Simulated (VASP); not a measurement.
# HfN in VASP: further runs

Aim: see how the results for HfN move with the level of theory and the settings. Levels: PBE, r2SCAN. Tasks: single point.

All numbers are computed with VASP 6.6.1; they aren't measurements. Logs are shortened: lines on timing, memory, paths and dates and some standing lists are left out, and cuts for length are marked.

## (1) The cell of the first run

It takes space group F-43m (No. 216, cubic). Conventional cell: a = 4.910 Å, b = 4.910 Å, c = 4.910 Å, α = 90.00°, β = 90.00°, γ = 90.00°. Hf (site symmetry -43m) has 4 N at 2.13 Å within 2.8 Å. N (site symmetry -43m) has 4 Hf at 2.13 Å within 2.8 Å.

## (2) Single point, PBE, non-collinear spin, zero start, spin-orbit coupling

The input, INCAR:

```
SYSTEM = HfN
ALGO = Normal ; EDIFF = 1E-7
ENCUT = 520 ; GGA = PE
GGA_COMPAT = .False. ; ISIF = 2
ISMEAR = 1 ; LASPH = .True.
LCHARG = .False. ; LMAXMIX = 4
LORBIT = 11 ; LORBMOM = .True.
LREAL = .False. ; LSORBIT = .True.
LWAVE = .False. ; MAGMOM = 0 0 0 0 0 0
NBANDS = 27 ; NELM = 150
PREC = Accurate ; SIGMA = 0.1
```

The input, KPOINTS:

```
k-points
0
Gamma
  8 8 8
  0 0 0
```

The input, POSCAR:

```
HfN
1.0
    0.0000000000      2.4548220000      2.4548220000
    2.4548220000      0.0000000000      2.4548220000
    2.4548220000      2.4548220000      0.0000000000
Hf N
1 1
Direct
    0.0000000000      0.0000000000      0.0000000000
    0.2500000000      0.2500000000      0.2500000000
```

Potentials or basis: VASP PAW PBE potentials, release 64 (Hf_pv, N).

Started as:

```console
cat potpaw_PBE.64/Hf_pv/POTCAR potpaw_PBE.64/N/POTCAR > POTCAR
mpirun -np 1 vasp_ncl > vasp.out
```

OUTCAR:

```text
SYSTEM = HfN
   EDIFF = 1E-7
   ENCUT = 520
   GGA = PE
   ISIF = 2
   ISMEAR = 1
   LASPH = .True.
   LORBIT = 11
   LREAL = .False.
   LSORBIT = .True.
   NELM = 150
   PREC = Accurate

 ion  position               nearest neighbor table
   1  0.000  0.000  0.000-   2 2.13   2 2.13   2 2.13   2 2.13
   2  0.250  0.250  0.250-   1 2.13   1 2.13   1 2.13   1 2.13

  LATTYP: Found a face centered cubic cell.
 ALAT       =     4.9096440000

  Lattice vectors:

 A1 = (   0.0000000000,   2.4548220000,   2.4548220000)
 A2 = (   2.4548220000,   0.0000000000,   2.4548220000)
 A3 = (   2.4548220000,   2.4548220000,   0.0000000000)

Analysis of symmetry for initial positions (statically):
=====================================================================
 Subroutine PRICEL returns:
 Original cell was already a primitive cell.

 Routine SETGRP: Setting up the symmetry group for a
 face centered cubic supercell.

 Subroutine GETGRP returns: Found 24 space group operations
 (whereof 24 operations were pure point group operations)
 out of a pool of 48 trial point group operations.

The static configuration has the point symmetry T_d .

Analysis of symmetry for dynamics (positions and initial velocities):
=====================================================================
 Subroutine PRICEL returns:
 Original cell was already a primitive cell.

 Routine SETGRP: Setting up the symmetry group for a
 face centered cubic supercell.

 Subroutine GETGRP returns: Found 24 space group operations
 (whereof 24 operations were pure point group operations)
 out of a pool of 48 trial point group operations.

The dynamic configuration has the point symmetry T_d .

Analysis of structural, dynamic, and magnetic symmetry:
=====================================================================
 Subroutine PRICEL returns:
 Original cell was already a primitive cell.

 Routine SETGRP: Setting up the symmetry group for a
 face centered cubic supercell.

 Subroutine GETGRP returns: Found 24 space group operations
 (whereof 24 operations were pure point group operations)
 out of a pool of 48 trial point group operations.

The overall configuration has the point symmetry T_d .

 Subroutine INISYM returns: Found 24 space group operations
 (whereof 24 operations are pure point group operations),
 and found     1 'primitive' translations

----------------------------------------------------------------------------------------

                                     Primitive cell

  volume of cell :      29.5863

  direct lattice vectors                    reciprocal lattice vectors
     0.000000000  2.454822000  2.454822000    -0.203680756  0.203680756  0.203680756
     2.454822000  0.000000000  2.454822000     0.203680756 -0.203680756  0.203680756
     2.454822000  2.454822000  0.000000000     0.203680756  0.203680756 -0.203680756

  length of vectors
     3.471642566  3.471642566  3.471642566     0.352785417  0.352785417  0.352785417

  position of ions in fractional coordinates (direct lattice)
     0.000000000  0.000000000  0.000000000
     0.250000000  0.250000000  0.250000000

  ion indices of the primitive-cell ions
   primitive index   ion index
                 1           1
                 2           2

----------------------------------------------------------------------------------------

 KPOINTS: k-points

Automatic generation of k-mesh.
 Grid dimensions read from file:
 generate k-points for:    8    8    8

 Generating k-lattice:

  Cartesian coordinates                     Fractional coordinates (reciprocal lattice)
    -0.025460094  0.025460094  0.025460094     0.125000000  0.000000000  0.000000000
     0.025460094 -0.025460094  0.025460094     0.000000000  0.125000000  0.000000000
     0.025460094  0.025460094 -0.025460094     0.000000000  0.000000000  0.125000000

  Length of vectors
     0.044098177  0.044098177  0.044098177

[... 97 lines left out ...]
 number of electron      15.0000001 magnetization       0.0000000     -0.0000000      0.0000000

 Free energy of the ion-electron system (eV)
  ---------------------------------------------------
  ext. energy  EPLUGINS =         0.00000000
  ---------------------------------------------------
  free energy    TOTEN  =       -21.87956742 eV

  energy without entropy =      -21.87893644  energy(sigma->0) =      -21.87935709

 E-fermi :   5.7524     XC(G=0): -11.2192

 val. band max:        5.7412309757   @ k =  -0.3750   0.2500   0.1250
 cond. band min:       5.8335855017   @ k =  -0.1250   0.0000   0.0000
 fundamental gap:      0.0923545260
 Fermi energy:         5.7523609266

 k-point     1 :       0.0000    0.0000    0.0000
  band No.  band energies     occupation
      1     -30.1341      1.00000
      2     -30.1341      1.00000
      3     -23.1314      1.00000
      4     -23.1314      1.00000
      5     -23.1314      1.00000
      6     -23.1314      1.00000
[... 709 lines left out ...]
     26      12.9379      0.00000
     27      15.7388      0.00000

 [... further k-points ...]

------------------------ aborting loop because EDIFF is reached ----------------------------------------

  FORCE on cell =-STRESS in cart. coord.  units (eV):
  Direction    XX          YY          ZZ          XY          YZ          ZX
  --------------------------------------------------------------------------------------
  -------------------------------------------------------------------------------------
  Total       -0.1127543     -0.1127543     -0.1127543     -0.0000000     -0.0000000     -0.0000000
  in kB       -6.1059584     -6.1059584     -6.1059584     -0.0000000     -0.0000000     -0.0000000
  external PRESSURE =      -6.1059584 kB  Pullay stress =       0.0000000 kB

 VOLUME and BASIS-vectors are now :
 -----------------------------------------------------------------------------
  energy-cutoff  :      520.00
  volume of cell :       29.59
      direct lattice vectors                 reciprocal lattice vectors
     0.000000000  2.454822000  2.454822000    -0.203680756  0.203680756  0.203680756
     2.454822000  0.000000000  2.454822000     0.203680756 -0.203680756  0.203680756
     2.454822000  2.454822000  0.000000000     0.203680756  0.203680756 -0.203680756

 POSITION                                       TOTAL-FORCE (eV/Angst)
 -----------------------------------------------------------------------------------
      0.00000      0.00000      0.00000         0.000000      0.000000     -0.000000
      1.22741      1.22741      1.22741        -0.000000     -0.000000      0.000000
 -----------------------------------------------------------------------------------
    total drift:                               -0.000000     -0.000000     -0.000000

  FREE ENERGIE OF THE ION-ELECTRON SYSTEM (eV)
  ---------------------------------------------------
  free  energy   TOTEN  =       -21.8795674197 eV

  energy  without entropy=      -21.8789364449  energy(sigma->0) =      -21.87935709

 orbital moment (x)

 # of ion     p       d       tot
 ----------------------------------------
  1        -0.000  -0.000  -0.000
  2        -0.000   0.000  -0.000
 ----------------------------------------
           -0.000  -0.000  -0.000

 orbital moment (y)

 # of ion     p       d       tot
 ----------------------------------------
  1         0.000   0.000   0.000
  2        -0.000   0.000  -0.000
 ----------------------------------------
            0.000   0.000   0.000

 orbital moment (z)

 # of ion     p       d       tot
 ----------------------------------------
  1         0.000   0.000   0.000
  2        -0.000   0.000  -0.000
 ----------------------------------------
           -0.000   0.000   0.000

 Spin-Orbit-Coupling matrix elements

 Ion:    1  E_soc:     -1.2973595
 l=   1
     0.0000000    -0.2093213    -0.2093213
    -0.2093213     0.0000000    -0.2093213
    -0.2093213    -0.2093213     0.0000000
 l=   2
     0.0000000    -0.0014785     0.0000000    -0.0014785    -0.0054269
    -0.0014785     0.0000000    -0.0040702    -0.0014785    -0.0013567
     0.0000000    -0.0040702     0.0000000    -0.0040702     0.0000000
    -0.0014785    -0.0014785    -0.0040702     0.0000000    -0.0013567
    -0.0054269    -0.0013567     0.0000000    -0.0013567     0.0000000
 l=   3
     0.0000000     0.0000000     0.0000000     0.0000000     0.0000000     0.0000000     0.0000000
     0.0000000     0.0000000     0.0000000     0.0000000     0.0000000     0.0000000     0.0000000
     0.0000000     0.0000000     0.0000000     0.0000000     0.0000000     0.0000000     0.0000000
     0.0000000     0.0000000     0.0000000     0.0000000     0.0000000     0.0000000     0.0000000
     0.0000000     0.0000000     0.0000000     0.0000000     0.0000000     0.0000000     0.0000000
     0.0000000     0.0000000     0.0000000     0.0000000     0.0000000     0.0000000     0.0000000
     0.0000000     0.0000000     0.0000000     0.0000000     0.0000000     0.0000000     0.0000000

 Ion:    2  E_soc:     -0.0004045
 l=   1
     0.0000000    -0.0000674    -0.0000674
    -0.0000674     0.0000000    -0.0000674
    -0.0000674    -0.0000674     0.0000000
 l=   2
     0.0000000     0.0000000     0.0000000     0.0000000     0.0000000
     0.0000000     0.0000000     0.0000000     0.0000000     0.0000000
     0.0000000     0.0000000     0.0000000     0.0000000     0.0000000
     0.0000000     0.0000000     0.0000000     0.0000000     0.0000000
     0.0000000     0.0000000     0.0000000     0.0000000     0.0000000
 l=   3
     0.0000000     0.0000000     0.0000000     0.0000000     0.0000000     0.0000000     0.0000000
     0.0000000     0.0000000     0.0000000     0.0000000     0.0000000     0.0000000     0.0000000
     0.0000000     0.0000000     0.0000000     0.0000000     0.0000000     0.0000000     0.0000000
     0.0000000     0.0000000     0.0000000     0.0000000     0.0000000     0.0000000     0.0000000
     0.0000000     0.0000000     0.0000000     0.0000000     0.0000000     0.0000000     0.0000000
     0.0000000     0.0000000     0.0000000     0.0000000     0.0000000     0.0000000     0.0000000
     0.0000000     0.0000000     0.0000000     0.0000000     0.0000000     0.0000000     0.0000000

 total charge

# of ion       s       p       d       tot
------------------------------------------
    1        0.321   6.623   1.670   8.614
    2        1.252   2.506   0.000   3.758
--------------------------------------------------
tot          1.573   9.128   1.670  12.372

 magnetization (x)

# of ion       s       p       d       tot
------------------------------------------
    1        0.000  -0.000   0.000  -0.000
    2        0.000   0.000   0.000   0.000
--------------------------------------------------
tot          0.000  -0.000   0.000  -0.000

 magnetization (y)

# of ion       s       p       d       tot
------------------------------------------
    1        0.000   0.000  -0.000   0.000
    2       -0.000   0.000   0.000  -0.000
--------------------------------------------------
tot         -0.000   0.000  -0.000   0.000

 magnetization (z)

# of ion       s       p       d       tot
------------------------------------------
    1        0.000  -0.000   0.000   0.000
    2        0.000  -0.000   0.000  -0.000
--------------------------------------------------
tot          0.000  -0.000   0.000  -0.000
```

Run time: 3.9 min. Hardware: 1 thread of Intel Xeon 8259CL, shared host; peak memory 0.27 GiB.

What came out:

```yaml
Free_energy: -21.8796 eV
Pressure: -0.6 GPa
Net_moment: 0.00 μB per cell
Valence_electrons_inside_the_program's_atomic_spheres: Hf 8.61; N 3.76
```

Moments on the atoms (μB; x, y, z):
```
Hf  0.00 0.00 0.00
N   0.00 0.00 0.00
```

## (3) Single point, r2SCAN

The input, POSCAR:

```
HfN
1.0
    0.0000000000      2.4548220000      2.4548220000
    2.4548220000      0.0000000000      2.4548220000
    2.4548220000      2.4548220000      0.0000000000
Hf N
1 1
Direct
   -0.0015310000     -0.0029430000     -0.0034000000
    0.2637830000      0.2428060000      0.2393630000
```

The input, INCAR.step1:

```
PREC = Accurate
ENCUT = 520
ISMEAR = 0
SIGMA = 0.1
LREAL = False
LASPH = True
NELM = 60
NBANDS = 14
GGA = PE
ALGO = Normal
EDIFF = 1E-4
LWAVE = True
LCHARG = False
```

The input, INCAR.step2:

```
PREC = Accurate
ENCUT = 520
EDIFF = 1E-7
ISMEAR = 0
SIGMA = 0.1
LREAL = False
LASPH = True
NELM = 60
ALGO = Normal
ISIF = 2
LWAVE = False
LCHARG = False
METAGGA = R2SCAN
LMIXTAU = True
NBANDS = 14
ISTART = 1
```

The input, KPOINTS:

```
regular mesh
0
Gamma
  7 7 7
```

Potentials or basis: VASP PAW PBE potentials, release 64 (Hf_pv, N).

Started as:

```console
cat potpaw_PBE.64/Hf_pv/POTCAR potpaw_PBE.64/N/POTCAR > POTCAR
cp INCAR.step1 INCAR
mpirun -np 1 vasp_std > vasp.out
cp INCAR.step2 INCAR
mpirun -np 1 vasp_std > vasp.out
```

Wall time 9.6 min (1 thread of Intel Xeon 8259CL, shared host); peak memory 0.22 GiB.

It converged, with:

* Free energy: -57.6970 eV
* Pressure: -3.3 GPa
* Largest force: 0.574 eV/Å
* Band gap on the k mesh: zero (an odd number of electrons rules out a gap without spin polarisation)

Forces in eV/Å, atoms in the order of the input:
```
Hf  -0.361  0.276  0.350
N    0.361 -0.276 -0.350
```

Stress tensor (GPa, compression positive):
```
-3.37 -1.66 -1.29
-1.66 -3.29  1.72
-1.29  1.72 -3.36
```

Levels at points of the mesh, in eV from the Fermi level:
```csv
k point,band 4,band 5,band 6,band 7,band 8,band 9,band 10,band 11,band 12,band 13
"(0.00, 0.00, 0.00)",-17.23,-5.88,-5.77,-5.75,-0.68,2.47,2.47,6.73,6.80,7.24
```

Caveat: the cell stands under tension; the PAW data sets were made with another functional, which shifts forces and pressure a little; spin-orbit coupling is left out, which moves the levels of the heavy elements.

(Continued in part 2 of 2.)
